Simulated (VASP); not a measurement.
Set up this calculation in VASP 6.6.1, as the native input.

```
Task                   : single point
Functional             : PBE
Potentials or basis    : VASP PAW PBE potentials, release 64 (Au, C)
Cutoff                 : 520 eV
k mesh                 : 9 × 9 × 1
Occupations            : gaussian, width 0.1 eV
Spin                   : no spin polarisation
Dipole correction      : yes
Further INCAR settings : ALGO = Normal; EDIFF = 1e-07; NBANDS = 26
```

The structure of Au3C lies in POSCAR:

```
Au3C
1.0
    2.9402049748      0.0000000000      0.0000000000
   -1.4701024874      2.5462922005      0.0000000000
    0.0000000000      0.0000000000     21.8974947720
Au C
3 1
Direct
    0.6666666667      0.3333333333      0.1826692981
    0.3333333333      0.6666666667      0.2945190844
    0.0000000000      0.0000000000      0.4063247812
    0.6666666667     -0.6666666667      0.5510901999
```

One way to write it, as run:

INCAR

```
PREC = Accurate ; ENCUT = 520
EDIFF = 1E-7 ; ISMEAR = 0
SIGMA = 0.1 ; LREAL = F
LASPH = T ; NELM = 100
ALGO = Normal ; ISIF = 2
LWAVE = F ; LCHARG = F
LDIPOL = T ; IDIPOL = 3
DIPOL = 0.5 0.5 0.359 ; GGA = PE
NBANDS = 26
```

KPOINTS

```
regular mesh
0
Gamma
  9 9 1
```

Potentials or basis: VASP PAW PBE potentials, release 64 (Au, C).

The run is started by

```console
$ cat potpaw_PBE.64/Au/POTCAR potpaw_PBE.64/C/POTCAR > POTCAR
$ mpirun -np 1 vasp_std > vasp.out
```

Results of the run:

```yaml
Largest_force: 0.477 eV/Å
Band_gap_on_the_k_mesh: zero (an odd number of electrons rules out a gap without spin polarisation)
```

Caveat: spin-orbit coupling is left out, which moves the levels of the heavy elements.

It took 86 s on 1 thread of Intel(R) Xeon(R) Platinum 8259CL CPU @ 2.50GHz (Skylake/Cascade Lake), on a shared host, peak memory 0.3 GiB.
